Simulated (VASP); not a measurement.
Crystal: AlP5.

```xyz
6
Lattice="7.1157 0.0000 0.0000 0.0000 7.1157 0.0000 0.0000 0.0000 2.2821" Properties=species:S:1:pos:R:3 pbc="T T T"
Al    3.5578    3.5578    0.0000
P     5.4374    5.4374    0.0000
P     1.6783    1.6783    0.0000
P     1.6783    5.4374    0.0000
P     5.4374    1.6783    0.0000
P     0.0000    0.0000    0.0000
```

The cell was generated, and may not be a known phase.

- Program: VASP 6.6.1
- Task: relaxation of cell and atoms
- Functional: PBE
- Potentials or basis: VASP PAW PBE potentials, release 64 (Al, P)
- Cutoff: 600 eV
- k mesh: 4 × 4 × 8
- Occupations: gaussian, width 0.1 eV
- Spin: no spin polarisation

At the start: pressure 2.3 GPa; volume 19.26 Å³/atom.

Where does the relaxation end?

Over 10 steps the energy falls by 17.4 meV/atom and the volume is 19.19 Å³/atom (-0.3 %); space group P4/mmm (No. 123, to 0.1 Å) before and after.

The path:
| step | energy change (eV) | largest force (eV/Å) | pressure (GPa) | volume (Å³) |
| --- | --- | --- | --- | --- |
| 1 | 0.0000 | 0.0547 | 2.32 | 115.55 |
| 2 | -0.0019 | 0.1253 | -3.37 | 120.13 |
| 3 | -0.0909 | 0.1028 | -0.79 | 117.79 |
| 4 | -0.0909 | 0.1017 | -0.74 | 117.75 |
| 5 | -0.0982 | 0.1189 | -0.24 | 116.47 |
| 6 | -0.1004 | 0.1287 | 0.25 | 115.31 |
| 7 | -0.1034 | 0.0600 | 0.07 | 115.27 |
| 8 | -0.1041 | 0.0106 | -0.06 | 115.24 |
| 9 | -0.1041 | 0.0080 | 0.17 | 115.08 |
| 10 | -0.1043 | 0.0018 | 0.05 | 115.16 |

Final structure:
```
Al P
1.0
     7.01254    0.00000    0.00000
     0.00000    7.01254    0.00000
     0.00000    0.00000    2.34185
Al P
1 5
Direct
  0.50000 0.50000 0.00000
  0.76160 0.76160 0.00000
  0.23840 0.23840 0.00000
  0.23840 0.76160 0.00000
  0.76160 0.23840 0.00000
  0.00000 0.00000 0.00000
```
